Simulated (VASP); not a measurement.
# GaN (P6_3/mmc) in VASP: settings compared, part 2 of 2

VASP 6.6.1. Earlier steps stand in the parts before.

## (4) G0W0 quasiparticle levels, PBE

POSCAR

```
GaN
1.0
    3.3000348257      0.0000000000      0.0000000000
   -1.6500174128      2.8579139924      0.0000000000
    0.0000000000      0.0000000000      4.7558746756
Ga N
2 2
Direct
    0.3333333333      0.6666666667      0.2500000000
    0.6666666667      0.3333333333      0.7500000000
    0.6666666667      0.3333333333      0.2500000000
    0.3333333333      0.6666666667      0.7500000000
```

INCAR.step1

```
PREC = Accurate ; ENCUT = 500
EDIFF = 1E-8 ; ISMEAR = 0
SIGMA = 0.01 ; LREAL = F
LASPH = T ; NELM = 80
ALGO = Normal ; LWAVE = T
LCHARG = F ; GGA = PE
```

INCAR.step2

```
PREC = Accurate ; ENCUT = 500
EDIFF = 1E-8 ; ISMEAR = 0
SIGMA = 0.01 ; LREAL = F
LASPH = T ; NELM = 1
ALGO = Exact ; LWAVE = T
LCHARG = F ; GGA = PE
NBANDS = 151 ; LOPTICS = T
ISTART = 1
```

INCAR.step3

```
PREC = Accurate ; ENCUT = 500
EDIFF = 1E-8 ; ISMEAR = 0
SIGMA = 0.01 ; LREAL = F
LASPH = T ; ALGO = EVGW0
LWAVE = F ; LCHARG = F
GGA = PE ; NELMGW = 1
NBANDS = 151 ; ENCUTGW = 120.0
NOMEGA = 96 ; PRECFOCK = Fast
ISTART = 1 ; NBANDSGW = 26
OMEGAMAX = 20
```

KPOINTS

```
regular mesh
0
Gamma
  6 6 4
```

Potentials or basis: VASP PAW PBE potentials, release 64 (Ga_d_GW, N_GW).

Command:

```
cat potpaw_PBE.64/Ga_d_GW/POTCAR potpaw_PBE.64/N_GW/POTCAR > POTCAR
cp INCAR.step1 INCAR
mpirun -np 1 vasp_std > vasp.out
cp INCAR.step2 INCAR
mpirun -np 1 vasp_std > vasp.out
cp INCAR.step3 INCAR
mpirun -np 1 vasp_std > vasp.out
```

OUTCAR:

```text
PREC = Accurate
   ENCUT = 500
   EDIFF = 1E-8
   ISMEAR = 0
   LREAL = F
   LASPH = T
   GGA = PE
   NELMGW = 1
   ENCUTGW = 120.0
   PRECFOCK = Fast
   ISTART = 1

 ion  position               nearest neighbor table
   1  0.333  0.667  0.250-   3 1.91   3 1.91   3 1.91
   2  0.667  0.333  0.750-   4 1.91   4 1.91   4 1.91
   3  0.667  0.333  0.250-   1 1.91   1 1.91   1 1.91
   4  0.333  0.667  0.750-   2 1.91   2 1.91   2 1.91

  LATTYP: Found a hexagonal cell.
 ALAT       =     3.3000348257
 C/A-ratio  =     1.4411589352

  Lattice vectors:

 A1 = (   3.3000348257,   0.0000000000,   0.0000000000)
 A2 = (  -1.6500174128,   2.8579139924,   0.0000000000)
 A3 = (   0.0000000000,   0.0000000000,   4.7558746756)

Analysis of symmetry for initial positions (statically):
=====================================================================
 Subroutine PRICEL returns:
 Original cell was already a primitive cell.

 Routine SETGRP: Setting up the symmetry group for a
 hexagonal supercell.

 Subroutine GETGRP returns: Found 24 space group operations
 (whereof 12 operations were pure point group operations)
 out of a pool of 24 trial point group operations.

The static configuration has the point symmetry D_3d.
 The point group associated with its full space group is D_6h.

Analysis of symmetry for dynamics (positions and initial velocities):
=====================================================================
 Subroutine PRICEL returns:
 Original cell was already a primitive cell.

 Routine SETGRP: Setting up the symmetry group for a
 hexagonal supercell.

 Subroutine GETGRP returns: Found 24 space group operations
 (whereof 12 operations were pure point group operations)
 out of a pool of 24 trial point group operations.

The dynamic configuration has the point symmetry D_3d.
 The point group associated with its full space group is D_6h.

 Subroutine INISYM returns: Found 24 space group operations
 (whereof 12 operations are pure point group operations),
[... 88 lines left out ...]
   ISTART =      1    job   : 0-new  1-cont  2-samecut
   ICHARG =      0    charge: 1-file 2-atom 10-const
   ISPIN  =      1    spin polarized calculation?
   LNONCOLLINEAR =      F non collinear calculations
   LSORBIT =      F    spin-orbit coupling
   LASPH  =      T    aspherical Exc in radial PAW
   ENCUT  =  500.0 eV  36.75 Ry    6.06 a.u.   6.02  6.02  8.67*2*pi/ulx,y,z
   NELM   =     60;   NELMIN=  2; NELMDL=  0     # of ELM steps
   EDIFF  = 0.1E-07   stopping-criterion for ELM
   LREAL  =      F    real-space projection
   EDIFFG = 0.1E-06   stopping-criterion for IOM
   NSW    =      0    number of steps for IOM
   IBRION =     -1    ionic relax: 0-MD 1-quasi-New 2-CG
   NFREE  =      0    steps in history (QN), initial steepest desc. (CG)
   ISIF   =      0    stress and relaxation
   ISYM   =      3    0-nonsym 1-usesym 2-fastsym
   POTIM  = 0.5000    time-step for ionic-motion
   TEBEG  =    0.0;   TEEND  =   0.0 temperature during run
   PSTRESS=    0.0 pullay stress
   NELECT =      36.0000    total number of electrons
   NUPDOWN=      -1.0000    fix difference up-down
   EMIN   =  10.00;   EMAX   =-10.00  energy-range for DOS
   EFERMI =   0.00;   METHOD = LEGACY
   ISMEAR =     0;   SIGMA  =   0.01  broadening in eV -4-tet -1-fermi 0-gaus
   EFERMI_NEDOS =   21; number of points for ismear=-14 and -15
   IALGO  =     38    algorithm
   IMIX   =      4    mixing-type and parameters
     AMIX     =   0.40;   BMIX     =  1.00
     AMIX_MAG =   1.60;   BMIX_MAG =  1.00
  volume/ion in A,a.u.               =      11.21        75.67
  Fermi-wavevector in a.u.,A,eV,Ry     =   1.521398  2.875026 31.492770  2.314653
  Thomas-Fermi vector in A             =   2.630119
   LORBIT       =      0    0 simple, 1 ext, 2 COOP (PROOUT), +10 PAW based schemes
   GGA     = PE    functional components
   LHFCALC =     T    Hartree Fock is set to
   PRECFOCK=fast      Normal, Fast or Accurate (Low or Medium for compatibility)
   ENCUT4O =  -1.0   cutoff for four orbital integrals eV
   NKREDX  =     1    reduce k-point grid by
   NKREDY  =     1    reduce k-point grid by
   NKREDZ  =     1    reduce k-point grid by
   AEXX    =    1.0000 exact exchange contribution
   HFSCREEN=    0.0000 screening length (either q_TF or 0.3 A-1)
   HFSCREENC=   0.0000 screening length for correlation (either q_TF or 0.3 A-1)
   ENCUTFOCK=  -1.0 apply spherical cutoff to Coloumb kernel
   IVDW    =     0    specifies the selected vdW correction
   LEPSILON=     F    determine dielectric tensor
   LRPA    =     F    only Hartree local field effects (RPA)
   LRPAFORCE           =     F    calculate RPA forces
   ENCUTGW             = 120.0    cutoff for response function in eV
   ENCUTGWSOFT         =  96.0    soft cutoff for Coulomb kernel in GW response function in eV
   ENCUTLF             =  -1.0    cutoff for local field effects
   NELMGW              =     1    number of iterations in solving QP/BSE equation
   NELMHF              =     1    number of iterations in the inner HF iteration
   NKREDLFX            =     1    NKREDLFY  =   1   NKREDLFZ  =   1
 non-spin polarized calculation
 Gauss-broadening in eV      SIGMA  =   0.01
  energy-cutoff  :      500.00
  volume of cell :       44.85
 maximum number of plane-waves:      1155
  NGX = 14; NGY = 14; NGZ = 20
   NGX = 13   NGY = 13   NGZ = 17
 maximum number of plane-waves:       140
 NGX is ok and might be reduce to    14

 QP shifts <psi_nk| G(iteration)W_0 |psi_nk>: iteration 1
 for sc-GW calculations column KS-energies equals QP-energies in previous step
 and V_xc(KS)=  KS-energies - (<T + V_ion + V_H > + <T+V_H+V_ion>^1  + <V_x>^1)

 k-point   1 :       0.0000    0.0000    0.0000
  band No.  KS-energies  QP-energies   sigma(KS)   V_xc(KS)     V^pw_x(r,r')   Z            occupation Imag(sigma)

      1     -10.7878     -11.7196     -16.5291     -15.1148     -25.0153       0.6588       2.0000       0.9920
      2      -9.8808     -11.8074     -21.3951     -18.6478     -30.3151       0.7013       2.0000       0.5995
      3      -8.2974     -11.3140     -25.6080     -21.4604     -34.7355       0.7273       2.0000       0.1665
      4      -8.2974     -11.3140     -25.6080     -21.4604     -34.7355       0.7273       2.0000       0.1665
      5      -8.2891     -11.3006     -25.6203     -21.4788     -34.7456       0.7271       2.0000       0.1709
      6      -8.2891     -11.3006     -25.6203     -21.4788     -34.7456       0.7271       2.0000       0.1709
[... 618 lines left out ...]
     25      18.0384      18.7388     -11.0473     -11.9586      -5.0008       0.7685       0.0000      -0.2697
     26      18.0384      18.7388     -11.0473     -11.9586      -5.0008       0.7685       0.0000      -0.2697
```

It took 24 min on 1 thread of Intel Xeon Platinum 8488C (Sapphire Rapids), shared host; peak memory 0.81 GiB.

Results:

- Quasiparticle gap: 2.39 eV
- Least direct quasiparticle gap: 2.39 eV
- Band gap of the starting levels on the mesh: 1.46 eV
- Least direct gap of the starting levels on the mesh: 1.46 eV

Caveat: the k points lie up to 0.37 Å⁻¹ apart; bands, screening cutoff and mesh are small and nothing is extrapolated, so the quasiparticle values aren't converged.
